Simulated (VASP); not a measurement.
# Fe (P6_3/mmc) in VASP: single point with PBE

Aim: the single point of Fe with PBE.

Program: VASP 6.6.1. These are calculated values, not measurements. Logs are shortened: lines on timing, memory, paths and dates and some standing lists are left out, and cuts for length are marked.

## (1) The cell of the first run

The structure is hexagonal, space group P6_3/mmc (No. 194). The conventional cell has a = 2.459 Å, b = 2.459 Å, c = 3.896 Å, α = 90.00°, β = 90.00°, γ = 120.00°. Within 3.2 Å of Fe (site symmetry -6m2) lie 12 Fe at 2.41 to 2.46 Å.

This isn't the form of Fe at room conditions, which is bcc.

## (2) Single point, PBE, collinear spin

Contents of POSCAR:

```
Fe
1.0
    2.4585672549      0.0000000000      0.0000000000
   -1.2292836274      2.1291816996      0.0000000000
    0.0000000000      0.0000000000      7.7921669403
Fe
4
Direct
    0.3333333333      0.6666666667      0.3750012404
    0.6666666667      0.3333333333      0.1249987596
    0.3333333333      0.6666666667      0.8749987568
    0.6666666667      0.3333333333      0.6250012432
```

Contents of INCAR.step1:

```
  PREC = Accurate
  ENCUT = 520
  EDIFF = 1E-6
  ISMEAR = 0
  SIGMA = 0.05
  LREAL = F
  LASPH = T
  NELM = 150
  ALGO = Normal
  ISIF = 2
  LWAVE = F
  LCHARG = T
  ISPIN = 2
  MAGMOM = 0.05 0.05 -0.05 -0.05
  LMAXMIX = 4
  GGA = PE
  NBANDS = 28
```

Contents of KPOINTS.step1:

```
Automatic mesh
0
Gamma
  18 18 5
```

Contents of INCAR.step2:

```
  PREC = Accurate
  ENCUT = 520
  EDIFF = 1E-6
  ISMEAR = -5
  SIGMA = 0.05
  LREAL = F
  LASPH = T
  NELM = 150
  ALGO = Normal
  ISIF = 2
  LWAVE = F
  LCHARG = F
  ISPIN = 2
  MAGMOM = 0.05 0.05 -0.05 -0.05
  LORBIT = 11
  LMAXMIX = 4
  GGA = PE
  NBANDS = 28
  NEDOS = 2001
  ICHARG = 11
```

Contents of KPOINTS.step2:

```
Automatic mesh
0
Gamma
  27 27 8
```

Potentials or basis: VASP PAW PBE potentials, release 64 (Fe).

Started as:

```bash
$ cat potpaw_PBE.64/Fe/POTCAR > POTCAR
$ cp INCAR.step1 INCAR
$ cp KPOINTS.step1 KPOINTS
$ mpirun -np 1 vasp_std > vasp.out
$ cp INCAR.step2 INCAR
$ cp KPOINTS.step2 KPOINTS
$ mpirun -np 1 vasp_std > vasp.out
```

OUTCAR:

```text
PREC = Accurate
   ENCUT = 520
   EDIFF = 1E-6
   ISMEAR = -5
   LREAL = F
   LASPH = T
   NELM = 150
   ISIF = 2
   ISPIN = 2
   LORBIT = 11
   GGA = PE
   ICHARG = 11

 ion  position               nearest neighbor table
   1  0.333  0.667  0.375-   4 2.41   4 2.41   4 2.41   2 2.41   2 2.41   2 2.41
   2  0.667  0.333  0.125-   3 2.41   3 2.41   3 2.41   1 2.41   1 2.41   1 2.41
   3  0.333  0.667  0.875-   4 2.41   4 2.41   4 2.41   2 2.41   2 2.41   2 2.41
   4  0.667  0.333  0.625-   3 2.41   3 2.41   3 2.41   1 2.41   1 2.41   1 2.41

  LATTYP: Found a hexagonal cell.
 ALAT       =     2.4585672549
 C/A-ratio  =     3.1693934444

  Lattice vectors:

 A1 = (   2.4585672549,   0.0000000000,   0.0000000000)
 A2 = (  -1.2292836274,   2.1291816996,   0.0000000000)
 A3 = (   0.0000000000,   0.0000000000,   7.7921669403)

Analysis of symmetry for initial positions (statically):
=====================================================================
 Subroutine PRICEL returns following result:

  LATTYP: Found a hexagonal cell.
 ALAT       =     2.4585672549
 C/A-ratio  =     1.5847045937
[... 12 lines left out ...]
 Subroutine GETGRP returns: Found 24 space group operations
 (whereof 12 operations were pure point group operations)
 out of a pool of 24 trial point group operations.

The static configuration has the point symmetry D_3d.
 The point group associated with its full space group is D_6h.

Analysis of symmetry for dynamics (positions and initial velocities):
=====================================================================
 Subroutine PRICEL returns following result:

  LATTYP: Found a hexagonal cell.
 ALAT       =     2.4585672549
 C/A-ratio  =     1.5847045937
[... 12 lines left out ...]
 Subroutine GETGRP returns: Found 24 space group operations
 (whereof 12 operations were pure point group operations)
 out of a pool of 24 trial point group operations.

The dynamic configuration has the point symmetry D_3d.
 The point group associated with its full space group is D_6h.

Analysis of structural, dynamic, and magnetic symmetry:
=====================================================================
 Subroutine PRICEL returns following result:

  LATTYP: Found a hexagonal cell.
 ALAT       =     2.4585672549
 C/A-ratio  =     1.5847045937
[... 12 lines left out ...]
 Subroutine GETGRP returns: Found 12 space group operations
 (whereof 12 operations were pure point group operations)
 out of a pool of 24 trial point group operations.

The overall configuration has the point symmetry D_3d.

 Subroutine INISYM returns: Found 12 space group operations
 (whereof 12 operations are pure point group operations),
 and found     2 'primitive' translations

----------------------------------------------------------------------------------------

                                     Primitive cell

  volume of cell :      20.3951

  direct lattice vectors                    reciprocal lattice vectors
     2.458567255  0.000000000  0.000000000     0.406740958  0.234832001  0.000000000
    -1.229283627  2.129181700  0.000000000     0.000000000  0.469664003  0.000000000
     0.000000000  0.000000000  3.896102823     0.000000000  0.000000000  0.256666737

  length of vectors
     2.458567255  2.458567255  3.896102823     0.469664003  0.469664003  0.256666737

  position of ions in fractional coordinates (direct lattice)
     0.333333333  0.666666667  0.749998755
     0.666666667  0.333333333  0.249996277

  ion indices of the primitive-cell ions
   primitive index   ion index
                 1           1
                 2           4

----------------------------------------------------------------------------------------

 KPOINTS: Automatic mesh

Automatic generation of k-mesh.
 Grid dimensions read from file:
 generate k-points for:   27   27    8

 Generating k-lattice:

  Cartesian coordinates                     Fractional coordinates (reciprocal lattice)
     0.015064480  0.008697482  0.000000000     0.037037037  0.000000000  0.000000000
     0.000000000  0.017394963  0.000000000     0.000000000  0.037037037  0.000000000
     0.000000000  0.000000000  0.016041751     0.000000000  0.000000000  0.125000000

  Length of vectors
     0.017394963  0.017394963  0.016041751

  Shift w.r.t. Gamma in fractional coordinates (k-lattice)
     0.000000000  0.000000000  0.000000000

 TETIRR: Found   8612 inequivalent tetrahedra from    34992

 Subroutine IBZKPT returns following result:
 ===========================================

 Found    558 irreducible k-points:

 Following reciprocal coordinates:
            Coordinates               Weight
  0.000000  0.000000  0.000000      1.000000
  0.037037 -0.000000  0.000000      6.000000
  0.074074 -0.000000  0.000000      6.000000
  0.111111  0.000000  0.000000      6.000000
  0.148148 -0.000000  0.000000      6.000000
  0.185185  0.000000  0.000000      6.000000
[... 16 lines left out ...]
  0.333333  0.037037  0.000000     12.000000
  0.370370  0.037037  0.000000     12.000000
 [... further k-points ...]
   k-points           NKPTS =    558   k-points in BZ     NKDIM =    558   number of bands    NBANDS=     28
   number of dos      NEDOS =   2001   number of ions     NIONS =      4
   total plane-waves  NPLWV =  19440
   dimension x,y,z NGX =    18 NGY =   18 NGZ =   60
   dimension x,y,z NGXF=    36 NGYF=   36 NGZF=  120
   ions per type =               4
   NGX,Y,Z   is equivalent  to a cutoff of  12.17, 12.17, 12.80 a.u.
   NGXF,Y,Z  is equivalent  to a cutoff of  24.34, 24.34, 25.60 a.u.
 SYSTEM =  unknown system
   PREC   = accura    normal or accurate (medium, high low for compatibility)
   ISTART =      0    job   : 0-new  1-cont  2-samecut
   ICHARG =     11    charge: 1-file 2-atom 10-const
   ISPIN  =      2    spin polarized calculation?
   LNONCOLLINEAR =      F non collinear calculations
   LSORBIT =      F    spin-orbit coupling
   LASPH  =      T    aspherical Exc in radial PAW
   ENCUT  =  520.0 eV  38.22 Ry    6.18 a.u.   4.57  4.57 14.49*2*pi/ulx,y,z
   NELM   =    150;   NELMIN=  2; NELMDL=  0     # of ELM steps
   EDIFF  = 0.1E-05   stopping-criterion for ELM
   LREAL  =      F    real-space projection
   EDIFFG = 0.1E-04   stopping-criterion for IOM
   NSW    =      0    number of steps for IOM
   IBRION =     -1    ionic relax: 0-MD 1-quasi-New 2-CG
   NFREE  =      0    steps in history (QN), initial steepest desc. (CG)
   ISIF   =      2    stress and relaxation
   ISYM   =      2    0-nonsym 1-usesym 2-fastsym
   POTIM  = 0.5000    time-step for ionic-motion
   TEBEG  =    0.0;   TEEND  =   0.0 temperature during run
   PSTRESS=    0.0 pullay stress
   NELECT =      32.0000    total number of electrons
   NUPDOWN=      -1.0000    fix difference up-down
   EMIN   =  10.00;   EMAX   =-10.00  energy-range for DOS
   EFERMI =   0.00;   METHOD = LEGACY
   ISMEAR =    -5;   SIGMA  =   0.05  broadening in eV -4-tet -1-fermi 0-gaus
   EFERMI_NEDOS =   21; number of points for ismear=-14 and -15
   IALGO  =     38    algorithm
   IMIX   =      4    mixing-type and parameters
     AMIX     =   0.40;   BMIX     =  1.00
     AMIX_MAG =   1.60;   BMIX_MAG =  1.00
  volume/ion in A,a.u.               =      10.20        68.82
  Fermi-wavevector in a.u.,A,eV,Ry     =   1.509873  2.853247 31.017433  2.279717
  Thomas-Fermi vector in A             =   2.620138
   LORBIT       =     11    0 simple, 1 ext, 2 COOP (PROOUT), +10 PAW based schemes
   GGA     = PE    functional components
   LHFCALC =     F    Hartree Fock is set to
   AEXX    =    0.0000 exact exchange contribution
   IVDW    =     0    specifies the selected vdW correction
   LEPSILON=     F    determine dielectric tensor
   LRPA    =     F    only Hartree local field effects (RPA)
 spin polarized calculation
 Fermi weights with tetrahedron method with Bloechl corrections
  energy-cutoff  :      520.00
  volume of cell :       40.79
 maximum number of plane-waves:      1119

 number of electron      32.0000017 magnetization       0.0000000

 Free energy of the ion-electron system (eV)
  ---------------------------------------------------
  ext. energy  EPLUGINS =         0.00000000
  ---------------------------------------------------
  free energy    TOTEN  =       -32.61470543 eV

  energy without entropy =      -32.61470543  energy(sigma->0) =      -32.61470543

 E-fermi :   6.8922     XC(G=0): -13.7884

 val. band max:        6.9916474589   @ k =   0.4444  -0.0000   0.5000
 cond. band min:       6.8389519902   @ k =   0.4444  -0.0000   0.0000
 fundamental gap:     -0.1526954687
 Fermi energy:         6.8921701205

 spin component 1

 k-point     1 :       0.0000    0.0000    0.0000
  band No.  band energies     occupation
      1      -2.0128      1.00000
      2       0.4166      1.00000
      3       0.4166      1.00000
      4       1.9718      1.00000
      5       4.8175      1.00000
      6       4.8175      1.00000
[... 733 lines left out ...]
     27      17.9916      0.00000
     28      18.1630      0.00000

 [... further k-points ...]

 spin component 2

 k-point     1 :       0.0000    0.0000    0.0000
  band No.  band energies     occupation
      1      -2.0128      1.00000
      2       0.4166      1.00000
      3       0.4166      1.00000
      4       1.9718      1.00000
      5       4.8175      1.00000
      6       4.8175      1.00000
[... 733 lines left out ...]
     27      17.9916      0.00000
     28      18.1630      0.00000

 [... further k-points ...]

------------------------ aborting loop because EDIFF is reached ----------------------------------------

  FORCE on cell =-STRESS in cart. coord.  units (eV):
  Direction    XX          YY          ZZ          XY          YZ          ZX
  --------------------------------------------------------------------------------------
  -------------------------------------------------------------------------------------
  Total       -0.0894567     -0.0894567     -0.4961131     -0.0000000     -0.0000000      0.0000000
  in kB       -3.5137481     -3.5137481    -19.4866951     -0.0000000     -0.0000000      0.0000000
  external PRESSURE =      -8.8380637 kB  Pullay stress =       0.0000000 kB

 VOLUME and BASIS-vectors are now :
 -----------------------------------------------------------------------------
  energy-cutoff  :      520.00
  volume of cell :       40.79
      direct lattice vectors                 reciprocal lattice vectors
     2.458567255  0.000000000  0.000000000     0.406740958  0.234832001  0.000000000
    -1.229283627  2.129181700  0.000000000     0.000000000  0.469664003  0.000000000
     0.000000000  0.000000000  7.792166940     0.000000000  0.000000000  0.128334006

 POSITION                                       TOTAL-FORCE (eV/Angst)
 -----------------------------------------------------------------------------------
     -0.00000      1.41945      2.92207         0.000000      0.000000      0.002031
      1.22928      0.70973      0.97401         0.000000     -0.000000     -0.002031
     -0.00000      1.41945      6.81814         0.000000      0.000000      0.002031
      1.22928      0.70973      4.87011        -0.000000     -0.000000     -0.002031
 -----------------------------------------------------------------------------------
    total drift:                               -0.000000      0.000000      0.000000

  FREE ENERGIE OF THE ION-ELECTRON SYSTEM (eV)
  ---------------------------------------------------
  free  energy   TOTEN  =       -32.6147054339 eV

  energy  without entropy=      -32.6147054339  energy(sigma->0) =      -32.61470543

 total charge

# of ion       s       p       d       tot
------------------------------------------
    1        0.535   0.637   6.336   7.509
    2        0.535   0.637   6.336   7.509
    3        0.535   0.637   6.336   7.509
    4        0.535   0.637   6.336   7.509
--------------------------------------------------
tot          2.141   2.548  25.345  30.034

 magnetization (x)

# of ion       s       p       d       tot
------------------------------------------
    1        0.000  -0.000   0.000   0.000
    2        0.000  -0.000   0.000   0.000
    3       -0.000   0.000  -0.000  -0.000
    4       -0.000   0.000  -0.000  -0.000
--------------------------------------------------
tot          0.000   0.000   0.000   0.000
```

It took 19 min on 1 thread of Oxide Virtual Turin-like, shared host; peak memory 0.84 GiB.

Results:

```
Net moment                                            : 0.00 μB per cell
Valence electrons inside the program's atomic spheres : Fe 7.51
```
